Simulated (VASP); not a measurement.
Crystal: Ti.

```
Ti
1.0
     0.00000    2.02961    2.02961
     2.02961    0.00000    2.02961
     2.02961    2.02961    0.00000
Ti
1
Direct
  0.00000 0.00000 0.00000
```

Base run:

| Property | Result |
| --- | --- |
| Program | VASP 6.6.1 |
| Functional | LDA |
| Potentials or basis | VASP PAW LDA potentials, release 64 (Ti_sv) |
| Cutoff | 520 eV |
| k mesh | 16 × 16 × 16 |
| Occupations | fermi-dirac, width 0.1 eV |
| Spin | no spin polarisation |

Its results: band gap on the k mesh zero (band 6 reaches 9.26 eV, above the bottom of band 7 at 8.01 eV); pressure -4.7 GPa.

Task: The run is repeated on the same cell with these changes: functional from LDA to PBEsol; potentials or basis from VASP PAW LDA potentials, release 64 (Ti_sv) to VASP PAW PBE potentials, release 64 (Ti_sv). What comes out?

Result: Band gap on the k mesh zero (band 6 reaches 9.40 eV, above the bottom of band 7 at 8.11 eV); pressure -0.3 GPa.

Caveats: the PAW data sets were made with another functional, which shifts forces and pressure a little (some runs).
